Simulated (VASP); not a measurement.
Here is a VASP 6.6.1 calculation.

POSCAR

```
GaN
1.0
    3.1831493773      0.0000000000      0.0000000000
   -1.5915746887      2.7566882247      0.0000000000
    0.0000000000      0.0000000000      5.1836252148
Ga N
2 2
Direct
    0.3333333333      0.6666666667     -0.0008868111
    0.6666666667      0.3333333333      0.4991131889
    0.3333333333      0.6666666667      0.3758868111
    0.6666666667      0.3333333333      0.8758868111
```

INCAR.step1

```
  PREC = Accurate
  ENCUT = 910
  ISMEAR = 0
  SIGMA = 0.01
  LREAL = False
  LASPH = True
  NELM = 120
  NBANDS = 26
  GGA = PE
  ALGO = Normal
  EDIFF = 1E-5
  LWAVE = True
  LCHARG = False
  GGA_COMPAT = False
```

The input INCAR.step2:

```
  PREC = Accurate
  ENCUT = 910
  EDIFF = 1E-6
  ISMEAR = 0
  SIGMA = 0.01
  LREAL = False
  LASPH = True
  NELM = 120
  ALGO = Normal
  ISIF = 2
  LWAVE = False
  LCHARG = False
  METAGGA = R2SCAN
  LMIXTAU = True
  NBANDS = 26
  ISTART = 1
  GGA_COMPAT = False
```

Contents of KPOINTS:

```
Automatic mesh
0
Gamma
  9 9 4
```

Potentials or basis: VASP PAW PBE potentials, release 64 (Ga_d, N_h).

Run with:

```sh
$ cat potpaw_PBE.64/Ga_d/POTCAR potpaw_PBE.64/N_h/POTCAR > POTCAR
$ cp INCAR.step1 INCAR
$ mpirun -np 1 vasp_std > vasp.out
$ cp INCAR.step2 INCAR
$ mpirun -np 1 vasp_std > vasp.out
```

Task: What does it give for the band gap on the k mesh?

Result: 2.34 eV.

Task: Estimate the pressure.

Result: 1.0 GPa.

Stress tensor (GPa, compression positive):
```
0.99 0.00 0.00
0.00 0.99 0.00
0.00 0.00 0.91
```

Caveat: the cutoff is under 1.25 times the usual one of these potentials, so pressure, stress and relaxed cells hold a basis-set (Pulay) error; the PAW data sets were made with another functional, which shifts forces and pressure a little.
